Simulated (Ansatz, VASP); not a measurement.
This is a calculation of SrCl2 for Ansatz 0.2.0.

Contents of input.yaml:

```yaml
crystal:
  lattice:
    - [0.0, 3.5342546063, 3.5342546063]
    - [3.5342546063, 0.0, 3.5342546063]
    - [3.5342546063, 3.5342546063, 0.0]
  atoms:
    - { symbol: Sr, position: [0.0, 0.0, 0.0] }
    - { symbol: Cl, position: [0.75, 0.75, 0.75] }
    - { symbol: Cl, position: [0.25, 0.25, 0.25] }
kpoints:
  mp_grid: { grid: [7, 7, 7] }
scf:
  occupations: { method: fermi_dirac, width: 0.05 }
hamiltonian:
  xc: pbe
  pseudopotentials: { kind: all_electron, lapw: { basis_error: 0.001 } }
output:
  forces: true
  stress: true
  eigenvalues: true
```

Potentials or basis: all-electron LAPW, scalar-relativistic.

Run with:

```bash
$ ansatz run input.yaml --threads 2 --pin off --max-ram 6144MiB --backend cpu --events-out ev --progress --plain --runs-dir out
```

**Question.** Translate it to VASP 6.6.1. Potentials there: VASP PAW PBE potentials, release 64 (Sr_sv, Cl).

**Answer.** As run (the cutoff follows the program's own potentials):

File INCAR:

```
SYSTEM = SrCl2
PREC = Accurate ; ENCUT = 520
EDIFF = 1E-7 ; ISMEAR = -1
SIGMA = 0.05 ; LREAL = .False.
LASPH = .True. ; NELM = 60
ALGO = Normal ; ISIF = 2
LWAVE = .False. ; LCHARG = .False.
GGA = PE ; NBANDS = 19
```

The input KPOINTS:

```
Automatic mesh
0
Gamma
  7 7 7
  0 0 0
```

POSCAR

```
SrCl2
1.0
    0.0000000000      3.5342546063      3.5342546063
    3.5342546063      0.0000000000      3.5342546063
    3.5342546063      3.5342546063      0.0000000000
Sr Cl
1 2
Direct
    0.0000000000      0.0000000000      0.0000000000
    0.7500000000      0.7500000000      0.7500000000
    0.2500000000      0.2500000000      0.2500000000
```

Potentials or basis: VASP PAW PBE potentials, release 64 (Sr_sv, Cl).

Launch:

```sh
$ cat potpaw_PBE.64/Sr_sv/POTCAR potpaw_PBE.64/Cl/POTCAR > POTCAR
$ mpirun -np 1 vasp_std > vasp.out
```

Both were run:

|  | VASP | Ansatz | Ansatz less VASP |
| --- | --- | --- | --- |
| gap on the k mesh at the Fermi level (eV) | 5.22 | 5.22 | +0.004 |
| least direct gap on the mesh (eV) | 5.51 | 5.51 | +0.001 |
| pressure (GPa) | -0.3 | -0.4 | -0.07 |

Ansatz ran all-electron here, and VASP with PAW potentials.
